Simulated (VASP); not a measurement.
Wanted: the native input for a VASP 6.6.1 run.

| Item | Value |
| --- | --- |
| Task | single point |
| Functional | r2SCAN |
| Potentials or basis | VASP PAW PBE potentials, release 64 (Zn, S) |
| Cutoff | 520 eV |
| k mesh | 7 × 7 × 3 |
| Occupations | gaussian, width 0.05 eV |
| Spin | no spin polarisation |
| Dipole correction | no |
| Further INCAR settings | ALGO = Normal; EDIFF = 1e-06; NBANDS = 36 |

ZnS:

```
CELL_PARAMETERS angstrom
2.69451 -2.69451 0.00000
2.69451 0.00000 -2.69451
5.83811 5.38903 4.93994
ATOMIC_POSITIONS crystal
Zn 0.00000 0.86805 0.79170
Zn 0.33333 0.25694 0.45837
Zn 0.66667 0.64583 0.12503
S 0.66667 0.52083 0.87503
S 0.00000 0.90972 0.54170
S 0.33333 0.29861 0.20837
```

This cell differs from its parent crystal: the part above a cut slid along it.

The input as run:

POSCAR

```
ZnS
1.0
    2.6945131931     -2.6945131931      0.0000000000
    2.6945131931      0.0000000000     -2.6945131931
    5.8381119185      5.3890263863      4.9399408541
Zn S
3 3
Direct
    1.0000000000     -0.1319500000      0.7917000000
    0.3333333333      0.2569388889      0.4583666667
    0.6666666667      0.6458277778      0.1250333333
    0.6666666667      0.5208277778      0.8750333333
    1.0000000000     -0.0902833333      0.5417000000
    0.3333333333      0.2986055556      0.2083666667
```

INCAR.step1

```
PREC = Accurate
ENCUT = 520
ISMEAR = 0
SIGMA = 0.05
LREAL = F
LASPH = T
NELM = 60
NBANDS = 36
GGA = PE
ALGO = Normal
EDIFF = 1E-4
LWAVE = T
LCHARG = F
```

INCAR.step2

```
PREC = Accurate
ENCUT = 520
EDIFF = 1E-6
ISMEAR = 0
SIGMA = 0.05
LREAL = F
LASPH = T
NELM = 60
ALGO = Normal
ISIF = 2
LWAVE = F
LCHARG = T
METAGGA = R2SCAN
LMIXTAU = T
LELF = T
LVHAR = T
NBANDS = 36
ISTART = 1
```

KPOINTS

```
regular mesh
0
Gamma
  7 7 3
```

Potentials or basis: VASP PAW PBE potentials, release 64 (Zn, S).

Run with:

```console
$ cat potpaw_PBE.64/Zn/POTCAR potpaw_PBE.64/S/POTCAR > POTCAR
$ cp INCAR.step1 INCAR
$ mpirun -np 1 vasp_std > vasp.out
$ cp INCAR.step2 INCAR
$ mpirun -np 1 vasp_std > vasp.out
```

Results of the run:

The pressure is -0.3 GPa. The largest force is 0.528 eV/Å. The band gap on the k mesh is 2.48 eV.

Caveat: the cell differs from its parent crystal (the part above a cut slid along it); the PAW data sets were made with another functional, which shifts forces and pressure a little.

Run time: 17 min on 1 thread of AMD EPYC 7R13 Processor (Zen 3), on a shared host, peak memory 0.36 GiB.
